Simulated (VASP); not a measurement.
Set up this calculation in VASP 6.6.1, as the native input.

```
Task                   : single point
Functional             : PBEsol
Potentials or basis    : VASP PAW PBE potentials, release 64 (Cl)
Cutoff                 : 520 eV
k mesh                 : 7 × 7 × 4
Occupations            : fermi-dirac, width 0.05 eV
Spin                   : no spin polarisation
Dipole correction      : no
Further INCAR settings : ALGO = Normal; EDIFF = 1e-07; NBANDS = 22
```

The structure of Cl lies in POSCAR:

```
Cl
1.0
    3.2066823265     -2.2941288504      0.0000000000
    3.2066823265      2.2941288504      0.0000000000
    0.0000000000      0.0000000000      8.3710212721
Cl
4
Direct
    0.3700000000      0.6300000000      0.4000000000
    0.1300000000      0.8700000000      0.9000000000
    0.6300000000      0.3700000000      0.6000000000
    0.8700000000      0.1300000000      0.1000000000
```

This cell differs from its parent crystal: volume scaled by 1.06.

The input as run:

INCAR

```
SYSTEM = Cl
PREC = Accurate
ENCUT = 520
EDIFF = 1E-7
ISMEAR = -1
SIGMA = 0.05
LREAL = .False.
LASPH = .True.
NELM = 80
ALGO = Normal
ISIF = 2
LWAVE = .False.
LCHARG = .False.
GGA = PS
NBANDS = 22
```

KPOINTS

```
regular mesh
0
Gamma
  7 7 4
  0 0 0
```

Potentials or basis: VASP PAW PBE potentials, release 64 (Cl).

Launch:

```sh
$ cat potpaw_PBE.64/Cl/POTCAR > POTCAR
$ mpirun -np 1 vasp_std > vasp.out
```

It gave:

The pressure is -2.4 GPa, the largest force is 0.903 eV/Å and the band gap on the k mesh is 2.27 eV, indirect (least direct gap 2.33 eV).

Caveat: the PAW data sets were made with another functional, which shifts forces and pressure a little.

It took 76 s on 1 thread of Intel(R) Xeon(R) Platinum 8488C (Sapphire Rapids), on a shared host, peak memory 0.26 GiB.
